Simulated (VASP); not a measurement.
Runs of VASP 6.6.1 on BP. The structure is that of space group F-43m (No. 216), or close to it. The cells are those of the table. 

| cell | gap on the mesh (eV) | pressure (GPa) |
| --- | --- | --- |
| a = 3.209 Å, angles 60.0°, 2 atoms | 1.27 | 0.9 |
| a = 3.217, b = 3.217, c = 3.209 Å, angles 60.1, 60.1, 59.8°, 2 atoms | 1.24 | (b) |
| a = 3.193, b = 3.193, c = 3.209 Å, angles 59.8, 59.8, 60.3°, 2 atoms | 1.11 | 2.6 |
| a = 3.225, b = 3.225, c = 3.209 Å, angles 60.2, 60.2, 59.7°, 2 atoms | (c) | -0.7 |
| a = 3.201, b = 3.201, c = 3.209 Å, angles 59.9, 59.9, 60.2°, 2 atoms | (a) | 1.7 |

Alike in all rows: task single point; level PBE; potentials or basis VASP PAW PBE potentials, release 64 (B, P); no spin polarisation; k mesh 8 × 8 × 8; cutoff (eV) 520; smearing fermi-dirac 0.02 eV.

Estimate the missing entries.

(a) 1.19; (b) 0.1; (c) 1.21.

A k mesh can miss the band edges.
